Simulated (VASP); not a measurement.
Input of a VASP 6.6.1 run:

File INCAR:

```
  PREC = Accurate
  ENCUT = 600
  EDIFF = 1E-7
  ISMEAR = -1
  SIGMA = 0.05
  LREAL = False
  LASPH = True
  NELM = 60
  ALGO = Normal
  ISIF = 4
  LWAVE = False
  LCHARG = False
  GGA = PE
  IBRION = 2
  NSW = 50
  EDIFFG = -0.005
```

Contents of KPOINTS:

```
Automatic mesh
0
Gamma
  12 12 16
```

File POSCAR:

```
C
1.0
    4.7945471972      0.0000000000      0.0000000000
   -2.3972735986      4.1521996724      0.0000000000
    0.0000000000      0.0000000000      1.0196719643
C
3
Direct
    0.0000000000      0.0000000000      0.0000000000
    0.3333333333      0.6666666667      0.5000000000
    0.6666666667      0.3333333333      0.5000000000
```

Potentials or basis: VASP PAW PBE potentials, release 64 (C).

Launch:

```console
$ cat potpaw_PBE.64/C/POTCAR > POTCAR
$ mpirun -np 1 vasp_std > vasp.out
```

Q: Predict the band gap on the k mesh.

A: Zero (band 6 reaches 17.21 eV, above the bottom of band 7 at -1.05 eV).

The path:
```csv
step,energy change (eV),largest force (eV/Å),pressure (GPa),volume (Å³)
1,0.0000,0.0000,357.19,20.30
2,12.5867,0.0000,-67.86,20.30
3,-5.3314,0.0000,-15.21,20.30
4,-5.8209,0.0000,-16.25,20.30
5,-11.2795,0.0000,54.13,20.30
6,-9.4816,0.0000,173.28,20.30
7,-11.3359,0.0000,66.70,20.30
8,-11.3379,0.0000,70.42,20.30
9,-11.3379,0.0000,70.42,20.30
10,-11.3379,0.0000,70.40,20.30
11,-11.3379,0.0000,70.41,20.30
12,-11.3379,0.0000,70.41,20.30
13,-11.3379,0.0000,70.41,20.30
14,-11.3379,0.0000,70.41,20.30
15,-11.3379,0.0000,70.41,20.30
16,-11.3379,0.0000,70.40,20.30
17,-11.3379,0.0000,70.40,20.30
18,-11.3379,0.0000,70.40,20.30
19,-11.3379,0.0000,70.39,20.30
20,-11.3379,0.0000,70.37,20.30
21,-11.3380,0.0000,70.34,20.30
22,-11.3380,0.0000,70.28,20.30
23,-11.3380,0.0000,70.15,20.30
24,-11.3380,0.0000,69.88,20.30
25,-11.3380,0.0000,69.38,20.30
26,-11.3380,0.0000,69.75,20.30
```

Caveat: the k points lie up to 0.31 Å⁻¹ apart in the final cell.
